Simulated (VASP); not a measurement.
# Sn (Im-3m) in VASP: settings compared

Sn is run at these levels: PBE, LDA, BLYP+D3(BJ); tasks: single point.

All numbers are computed with VASP 6.6.1; they aren't measurements. Logs are shortened: lines on timing, memory, paths and dates and some standing lists are left out, and cuts for length are marked.

## (1) The cell of the first run

Symmetry: Im-3m, No. 229, cubic system. The conventional cell has a = 3.864 Å, b = 3.864 Å, c = 3.864 Å, α = 90.00°, β = 90.00°, γ = 90.00°. Within 4.4 Å of Sn (site symmetry m-3m) lie 14 Sn at 3.35 to 3.86 Å.

## (2) Single point, PBE

File INCAR:

```
SYSTEM = Sn
ALGO = Normal
EDIFF = 1E-6
ENCUT = 520
GGA = PE
ISIF = 2
ISMEAR = -1
LASPH = .True.
LCHARG = .False.
LREAL = .False.
LWAVE = .False.
NBANDS = 13
NELM = 60
PREC = Accurate
SIGMA = 0.05
```

File KPOINTS:

```
k-points
0
Gamma
  10 10 10
  0 0 0
```

File POSCAR:

```
Sn
1.0
   -1.9318112889      1.9318112889      1.9318112889
    1.9318112889     -1.9318112889      1.9318112889
    1.9318112889      1.9318112889     -1.9318112889
Sn
1
Direct
    0.0000000000      0.0000000000      0.0000000000
```

Potentials or basis: VASP PAW PBE potentials, release 64 (Sn_d).

On the command line:

```
> cat potpaw_PBE.64/Sn_d/POTCAR > POTCAR
> mpirun -np 1 vasp_std > vasp.out
```

OUTCAR:

```text
SYSTEM = Sn
   EDIFF = 1E-6
   ENCUT = 520
   GGA = PE
   ISIF = 2
   ISMEAR = -1
   LASPH = .True.
   LREAL = .False.
   NELM = 60
   PREC = Accurate

 ion  position               nearest neighbor table
   1  0.000  0.000  0.000-

  LATTYP: Found a body centered cubic cell.
 ALAT       =     3.8636225778

  Lattice vectors:

 A1 = (  -1.9318112889,   1.9318112889,   1.9318112889)
 A2 = (   1.9318112889,  -1.9318112889,   1.9318112889)
 A3 = (   1.9318112889,   1.9318112889,  -1.9318112889)

Analysis of symmetry for initial positions (statically):
=====================================================================
 Subroutine PRICEL returns:
 Original cell was already a primitive cell.

 Routine SETGRP: Setting up the symmetry group for a
 body centered cubic supercell.

 Subroutine GETGRP returns: Found 48 space group operations
[... 9 lines left out ...]

 Routine SETGRP: Setting up the symmetry group for a
 body centered cubic supercell.

 Subroutine GETGRP returns: Found 48 space group operations
[... 11 lines left out ...]
                                     Primitive cell

  volume of cell :      28.8373

  direct lattice vectors                    reciprocal lattice vectors
    -1.931811289  1.931811289  1.931811289     0.000000000  0.258824453  0.258824453
     1.931811289 -1.931811289  1.931811289     0.258824453  0.000000000  0.258824453
     1.931811289  1.931811289 -1.931811289     0.258824453  0.258824453  0.000000000

  length of vectors
     3.345995303  3.345995303  3.345995303     0.366033052  0.366033052  0.366033052

  position of ions in fractional coordinates (direct lattice)
     0.000000000  0.000000000  0.000000000

  ion indices of the primitive-cell ions
   primitive index   ion index
                 1           1

----------------------------------------------------------------------------------------

 KPOINTS: k-points

Automatic generation of k-mesh.
 Grid dimensions read from file:
 generate k-points for:   10   10   10

 Generating k-lattice:

  Cartesian coordinates                     Fractional coordinates (reciprocal lattice)
     0.000000000  0.025882445  0.025882445     0.100000000  0.000000000  0.000000000
     0.025882445  0.000000000  0.025882445     0.000000000  0.100000000  0.000000000
     0.025882445  0.025882445  0.000000000     0.000000000  0.000000000  0.100000000

  Length of vectors
     0.036603305  0.036603305  0.036603305

  Shift w.r.t. Gamma in fractional coordinates (k-lattice)
     0.000000000  0.000000000  0.000000000

 Subroutine IBZKPT returns following result:
 ===========================================

 Found     47 irreducible k-points:

 Following reciprocal coordinates:
            Coordinates               Weight
  0.000000  0.000000  0.000000      1.000000
  0.100000  0.000000  0.000000     12.000000
  0.200000  0.000000  0.000000     12.000000
  0.300000  0.000000  0.000000     12.000000
  0.400000  0.000000  0.000000     12.000000
  0.500000  0.000000  0.000000      6.000000
[... 16 lines left out ...]
  0.300000  0.300000  0.100000      8.000000
 -0.300000  0.300000  0.100000     24.000000
 [... further k-points ...]
   k-points           NKPTS =     47   k-points in BZ     NKDIM =     47   number of bands    NBANDS=     13
   number of dos      NEDOS =    301   number of ions     NIONS =      1
   total plane-waves  NPLWV =  21952
   dimension x,y,z NGX =    28 NGY =   28 NGZ =   28
   dimension x,y,z NGXF=    56 NGYF=   56 NGZF=   56
   ions per type =               1
   NGX,Y,Z   is equivalent  to a cutoff of  13.91, 13.91, 13.91 a.u.
   NGXF,Y,Z  is equivalent  to a cutoff of  27.82, 27.82, 27.82 a.u.
 SYSTEM =  Sn
   PREC   = accura    normal or accurate (medium, high low for compatibility)
   ISTART =      0    job   : 0-new  1-cont  2-samecut
   ICHARG =      2    charge: 1-file 2-atom 10-const
   ISPIN  =      1    spin polarized calculation?
   LNONCOLLINEAR =      F non collinear calculations
   LSORBIT =      F    spin-orbit coupling
   LASPH  =      T    aspherical Exc in radial PAW
   ENCUT  =  520.0 eV  38.22 Ry    6.18 a.u.   6.22  6.22  6.22*2*pi/ulx,y,z
   NELM   =     60;   NELMIN=  2; NELMDL= -5     # of ELM steps
   EDIFF  = 0.1E-05   stopping-criterion for ELM
   LREAL  =      F    real-space projection
   EDIFFG = 0.1E-04   stopping-criterion for IOM
   NSW    =      0    number of steps for IOM
   IBRION =     -1    ionic relax: 0-MD 1-quasi-New 2-CG
   NFREE  =      0    steps in history (QN), initial steepest desc. (CG)
   ISIF   =      2    stress and relaxation
   ISYM   =      2    0-nonsym 1-usesym 2-fastsym
   POTIM  = 0.5000    time-step for ionic-motion
   TEBEG  =    0.0;   TEEND  =   0.0 temperature during run
   PSTRESS=    0.0 pullay stress
   NELECT =      14.0000    total number of electrons
   NUPDOWN=      -1.0000    fix difference up-down
   EMIN   =  10.00;   EMAX   =-10.00  energy-range for DOS
[... 5 lines left out ...]
[... 97 lines left out ...]
     12      19.8865      0.00000
     13      21.5712      0.00000

 k-point     5 :       0.4000    0.0000    0.0000
  band No.  band energies     occupation
      1     -14.1767      2.00000
      2     -14.1231      2.00000
      3     -14.0384      2.00000
      4     -14.0332      2.00000
      5     -13.9768      2.00000
      6      -0.0481      2.00000
      7       4.7583      2.00000
      8      11.0475      0.00000
      9      12.7931      0.00000
     10      15.1762      0.00000
     11      15.6083      0.00000
     12      21.0601      0.00000
     13      22.4309      0.00000

 k-point     6 :       0.5000    0.0000    0.0000
  band No.  band energies     occupation
      1     -14.1803      2.00000
      2     -14.1261      2.00000
      3     -14.0349      2.00000
      4     -14.0337      2.00000
      5     -13.9589      2.00000
      6       1.0383      2.00000
      7       3.2665      2.00000
      8      10.8029      0.00000
      9      12.6206      0.00000
     10      15.0206      0.00000
     11      15.4493      0.00000
     12      21.8506      0.00000
     13      23.0082      0.00000

 k-point     7 :       0.1000    0.1000    0.0000
  band No.  band energies     occupation
      1     -14.1476      2.00000
      2     -14.1357      2.00000
      3     -14.0938      2.00000
      4     -14.0385      2.00000
      5     -14.0297      2.00000
      6      -2.6550      2.00000
      7      11.3788      0.00000
      8      12.7587      0.00000
      9      13.8129      0.00000
     10      17.3554      0.00000
     11      17.4720      0.00000
     12      19.1212      0.00000
     13      20.7165      0.00000
[... 193 lines left out ...]
 k-point    20 :       0.2000    0.2000    0.1000
  band No.  band energies     occupation
      1     -14.1485      2.00000
      2     -14.1187      2.00000
      3     -14.0383      2.00000
      4     -14.0356      2.00000
      5     -14.0039      2.00000
      6       0.1449      2.00000
      7       6.0925      2.00000
      8       8.0502      0.00000
      9       9.6984      0.00000
     10      19.5745      0.00000
     11      20.2344      0.00000
     12      21.8546      0.00000
     13      22.7773      0.00000

 k-point    21 :       0.3000    0.2000    0.1000
  band No.  band energies     occupation
      1     -14.1480      2.00000
      2     -14.0971      2.00000
      3     -14.0375      2.00000
      4     -14.0347      2.00000
      5     -14.0104      2.00000
      6       1.4116      2.00000
      7       4.6809      2.00000
      8       7.0205      1.99724
      9       9.2606      0.00000
     10      19.6521      0.00000
     11      21.2191      0.00000
     12      22.1535      0.00000
     13      23.3017      0.00000

 k-point    22 :      -0.2000    0.2000    0.1000
  band No.  band energies     occupation
      1     -14.1385      2.00000
      2     -14.1178      2.00000
      3     -14.0832      2.00000
      4     -14.0515      2.00000
      5     -14.0301      2.00000
      6      -2.2419      2.00000
      7      10.3632      0.00000
      8      12.1145      0.00000
      9      12.8601      0.00000
     10      16.0455      0.00000
     11      17.9342      0.00000
     12      18.3516      0.00000
     13      21.6282      0.00000

 k-point    23 :       0.3000    0.3000    0.1000
  band No.  band energies     occupation
      1     -14.1421      2.00000
      2     -14.0612      2.00000
      3     -14.0612      2.00000
      4     -14.0289      2.00000
      5     -14.0289      2.00000
      6       1.9835      2.00000
      7       5.2973      2.00000
      8       5.2973      2.00000
      9       9.0026      0.00000
     10      20.6428      0.00000
     11      21.8508      0.00000
     12      21.8508      0.00000
     13      25.2793      0.00000

 k-point    24 :      -0.3000    0.3000    0.1000
  band No.  band energies     occupation
      1     -14.1492      2.00000
      2     -14.1107      2.00000
      3     -14.0547      2.00000
      4     -14.0356      2.00000
      5     -14.0257      2.00000
      6      -1.2175      2.00000
      7       7.4960      0.10198
      8      11.0449      0.00000
      9      12.2944      0.00000
     10      16.1053      0.00000
     11      17.1297      0.00000
     12      18.0678      0.00000
     13      23.6695      0.00000

 [... further k-points ...]
[... 5 lines left out ...]
  --------------------------------------------------------------------------------------
  -------------------------------------------------------------------------------------
  Total       -0.3250708     -0.3250708     -0.3250708      0.0000000      0.0000000     -0.0000000
  in kB      -18.0606974    -18.0606974    -18.0606974      0.0000000      0.0000000     -0.0000000
  external PRESSURE =     -18.0606974 kB  Pullay stress =       0.0000000 kB

 VOLUME and BASIS-vectors are now :
 -----------------------------------------------------------------------------
  energy-cutoff  :      520.00
  volume of cell :       28.84
      direct lattice vectors                 reciprocal lattice vectors
    -1.931811289  1.931811289  1.931811289     0.000000000  0.258824453  0.258824453
     1.931811289 -1.931811289  1.931811289     0.258824453  0.000000000  0.258824453
     1.931811289  1.931811289 -1.931811289     0.258824453  0.258824453  0.000000000

 POSITION                                       TOTAL-FORCE (eV/Angst)
 -----------------------------------------------------------------------------------
      0.00000      0.00000      0.00000        -0.000000      0.000000     -0.000000
 -----------------------------------------------------------------------------------
    total drift:                                0.000000     -0.000000     -0.000000

  FREE ENERGIE OF THE ION-ELECTRON SYSTEM (eV)
  ---------------------------------------------------
  free  energy   TOTEN  =        -3.7560537433 eV

  energy  without entropy=       -3.7480353275  energy(sigma->0) =       -3.75204454
```

It took 8 s on 1 thread of Intel Xeon Platinum 8559C (Emerald Rapids), shared host; peak memory 0.15 GiB.

What came out:

```
Free energy            : -3.7561 eV
Pressure               : -1.8 GPa
Band gap on the k mesh : zero (band 7 reaches 14.83 eV, above the bottom of band 8 at 5.30 eV)
```

Caveat: spin-orbit coupling is left out, which moves the levels of the heavy elements.

## (3) Single point, PBE

This run uses another cell than the first one, of 27.20 Å³/atom, 0.943 times its volume.

File INCAR:

```
PREC = Accurate
ENCUT = 520
EDIFF = 1E-6
ISMEAR = 0
SIGMA = 0.02
LREAL = F
LASPH = T
NELM = 60
ALGO = Normal
ISIF = 2
LWAVE = F
LCHARG = F
GGA = PE
NBANDS = 13
```

File KPOINTS:

```
Automatic mesh
0
Gamma
  10 10 10
```

File POSCAR:

```
Sn
1.0
   -1.8946518192      1.8946518192      1.8946518192
    1.8946518192     -1.8946518192      1.8946518192
    1.8946518192      1.8946518192     -1.8946518192
Sn
1
Direct
    0.0000000000      0.0000000000      0.0000000000
```

Potentials or basis: VASP PAW PBE potentials, release 64 (Sn_d).

On the command line:

```
> cat potpaw_PBE.64/Sn_d/POTCAR > POTCAR
> mpirun -np 1 vasp_std > vasp.out
```

It took 5.3 s on 1 thread of Intel Xeon Platinum 8488C (Sapphire Rapids), shared host; peak memory 0.14 GiB.

The run converged. Its results:

```yaml
Free_energy: -3.7586 eV
Pressure: 0.6 GPa
Band_gap_on_the_k_mesh: zero (band 7 reaches 16.04 eV, above the bottom of band 8 at 5.80 eV)
```

Levels at points of the mesh, in eV from the Fermi level:
| k point | band 5 | band 6 | band 7 | band 8 | band 9 | band 10 |
| --- | --- | --- | --- | --- | --- | --- |
| (0.00, 0.00, 0.00) | -21.42 | -11.07 | 7.97 | 7.97 | 7.97 | 12.12 |
| (0.50, 0.00, 0.00) | -21.34 | -6.40 | -4.41 | 3.61 | 5.45 | 7.96 |
| (0.50, 0.50, 0.50) | -21.36 | -2.47 | -0.47 | -0.47 | -0.47 | 3.84 |

Caveat: spin-orbit coupling is left out, which moves the levels of the heavy elements.

## (4) Single point, LDA

This run uses another cell than the first one, of 27.20 Å³/atom, 0.943 times its volume.

File INCAR:

```
SYSTEM = Sn
PREC = Accurate
ENCUT = 520
EDIFF = 1E-7
ISMEAR = 0
SIGMA = 0.02
LREAL = .False.
LASPH = .True.
NELM = 80
ALGO = Fast
ISIF = 2
LWAVE = .False.
LCHARG = .True.
GGA = CA
LELF = .True.
LVHAR = .True.
NBANDS = 13
```

File KPOINTS:

```
Automatic mesh
0
Gamma
  10 10 10
  0 0 0
```

POSCAR is that of step 3.

Potentials or basis: VASP PAW LDA potentials, release 64 (Sn_d).

On the command line:

```
> cat potpaw_LDA.64/Sn_d/POTCAR > POTCAR
> mpirun -np 1 vasp_std > vasp.out
```

It took 6.7 s on 1 thread of Intel Xeon Platinum 8488C (Sapphire Rapids), shared host; peak memory 0.13 GiB.

Results (log left out):

* Free energy: -4.4076 eV
* Pressure: -3.3 GPa
* Band gap on the k mesh: zero (band 7 reaches 15.62 eV, above the bottom of band 8 at 5.56 eV)

Levels at points of the mesh, in eV from the Fermi level:
| k point | band 3 | band 4 | band 5 | band 6 | band 7 | band 8 | band 9 | band 10 | band 11 | band 12 |
| --- | --- | --- | --- | --- | --- | --- | --- | --- | --- | --- |
| (0.00, 0.00, 0.00) | -21.43 | -21.29 | -21.29 | -11.07 | 7.84 | 7.84 | 7.84 | 12.23 | 12.23 | 12.23 |
| (0.50, 0.00, 0.00) | -21.30 | -21.30 | -21.21 | -6.45 | -4.36 | 3.56 | 5.42 | 8.04 | 8.38 | 14.97 |
| (0.50, 0.50, 0.50) | -21.23 | -21.23 | -21.23 | -2.59 | -0.47 | -0.47 | -0.47 | 3.98 | 3.98 | 18.23 |

Caveat: spin-orbit coupling is left out, which moves the levels of the heavy elements.

## (5) Single point, PBE

This run uses another cell than the first one, of 27.20 Å³/atom, 0.943 times its volume.

File INCAR:

```
SYSTEM = Sn
ALGO     = Normal         ! electronic algorithm
EDIFF    = 1E-7           ! SCF threshold, eV
ENCUT    = 520            ! plane-wave cutoff, eV
GGA      = PE             ! functional
ISIF     = 2              ! what is computed and relaxed
ISMEAR   = 0              ! smearing method
LASPH    = .True.         ! aspherical terms in the spheres
LCHARG   = .False.        ! write CHGCAR
LREAL    = .False.        ! projectors in reciprocal space
LWAVE    = .False.        ! write WAVECAR
NBANDS   = 13             ! bands
NELM     = 100            ! most SCF steps
PREC     = Accurate       ! precision mode
SIGMA    = 0.1            ! smearing width, eV
```

File KPOINTS:

```
k-points
0
Gamma
  10 10 10
  0 0 0
```

POSCAR is that of step 4.

Potentials or basis: VASP PAW PBE potentials, release 64 (Sn_d).

On the command line:

```
> cat potpaw_PBE.64/Sn_d/POTCAR > POTCAR
> mpirun -np 1 vasp_std > vasp.out
```

Wall time 6.1 s (1 thread of Intel Xeon Platinum 8488C (Sapphire Rapids), shared host); peak memory 0.14 GiB.

It converged, with:

| Item | Value |
| --- | --- |
| Free energy | -3.7608 eV |
| Pressure | 0.6 GPa |
| Band gap on the k mesh | zero (band 7 reaches 16.04 eV, above the bottom of band 8 at 5.80 eV) |

Levels at points of the mesh, in eV from the Fermi level:
```
           k point  band 4  band 5  band 6  band 7  band 8  band 9  band 10  band 11
(0.00, 0.00, 0.00)  -21.40  -21.40  -11.05    7.99    7.99    7.99    12.14    12.14
(0.50, 0.00, 0.00)  -21.41  -21.32   -6.38   -4.39    3.63    5.47     7.98     8.27
(0.50, 0.50, 0.50)  -21.34  -21.34   -2.45   -0.45   -0.45   -0.45     3.86     3.86
```

Caveat: spin-orbit coupling is left out, which moves the levels of the heavy elements.

## (6) Single point, BLYP+D3(BJ), collinear spin, ferromagnetic start

This run uses another cell than the first one, of 27.20 Å³/atom, 0.943 times its volume.

File INCAR:

```
SYSTEM = Sn
PREC     = Accurate       ! precision mode
ENCUT    = 520            ! plane-wave cutoff, eV
EDIFF    = 1E-6           ! SCF threshold, eV
ISMEAR   = 0              ! smearing method
SIGMA    = 0.05           ! smearing width, eV
LREAL    = .FALSE.        ! projectors in reciprocal space
LASPH    = .TRUE.         ! aspherical terms in the spheres
NELM     = 150            ! most SCF steps
ALGO     = Normal         ! electronic algorithm
ISIF     = 2              ! what is computed and relaxed
LWAVE    = .FALSE.        ! write WAVECAR
LCHARG   = .FALSE.        ! write CHGCAR
ISPIN    = 2              ! spin polarisation
MAGMOM   = 1              ! initial moments
LORBIT   = 11             ! projections on sites
NUPDOWN  = 1.0            ! fixed moment
GGA      = B5             ! functional
ALDAX    = 1.0          
AGGAX    = 1.0          
AGGAC    = 1.0          
ALDAC    = 0.0          
IVDW     = 12             ! dispersion correction
VDW_S6   = 1.0          
VDW_S8   = 2.6996       
VDW_A1   = 0.4298       
VDW_A2   = 4.2359       
NBANDS   = 17             ! bands
```

File KPOINTS:

```
regular mesh
0
G
  10 10 10
  0 0 0
```

POSCAR is that of step 5.

Potentials or basis: VASP PAW PBE potentials, release 64 (Sn_d).

On the command line:

```
> cat potpaw_PBE.64/Sn_d/POTCAR > POTCAR
> mpirun -np 1 vasp_std > vasp.out
```

It took 18 s on 1 thread of Intel Xeon Platinum 8488C (Sapphire Rapids), shared host; peak memory 0.17 GiB.

The run converged. Its results:

```yaml
Free_energy: -3.1026 eV
Pressure: 4.3 GPa
Net_moment: 1.00 μB per cell
Site_moments: Sn +0.54 μB
Valence_electrons_inside_the_program's_atomic_spheres: Sn 12.21
Dispersion_energy_per_atom: -0.918 eV
```

Caveat: the PAW data sets were made with another functional, which shifts forces and pressure a little; spin-orbit coupling is left out, which moves the levels of the heavy elements; the total moment is fixed, so each spin has its own Fermi level.

## (7) The runs side by side

| level | potentials or basis | spin | fixed moment (μB) | cell | smearing | gap on the mesh (eV) | pressure (GPa) |
| --- | --- | --- | --- | --- | --- | --- | --- |
| PBE | VASP PAW PBE potentials, release 64 (Sn_d) | off | - | a = 3.346 Å, angles 109.5°, 1 atom | fermi-dirac 0.05 eV | none | -1.8 |
| PBE | VASP PAW PBE potentials, release 64 (Sn_d) | off | - | a = 3.282 Å, angles 109.5°, 1 atom | gaussian 0.02 eV | none | 0.6 |
| LDA | VASP PAW LDA potentials, release 64 (Sn_d) | off | - | a = 3.282 Å, angles 109.5°, 1 atom | gaussian 0.02 eV | none | -3.3 |
| PBE | VASP PAW PBE potentials, release 64 (Sn_d) | off | - | a = 3.282 Å, angles 109.5°, 1 atom | gaussian 0.1 eV | none | 0.6 |
| BLYP+D3(BJ) | VASP PAW PBE potentials, release 64 (Sn_d) | collinear, ferromagnetic start | 1.0 | a = 3.282 Å, angles 109.5°, 1 atom | gaussian 0.05 eV | - | 4.3 |

Alike in all rows: task single point; k mesh 10 × 10 × 10; cutoff (eV) 520.

Caveats: spin-orbit coupling is left out, which moves the levels of the heavy elements; the PAW data sets were made with another functional, which shifts forces and pressure a little (some runs); the total moment is fixed, so each spin has its own Fermi level (some runs).

Total energies depend on the potentials used, so only differences within one code and one set of settings carry meaning.
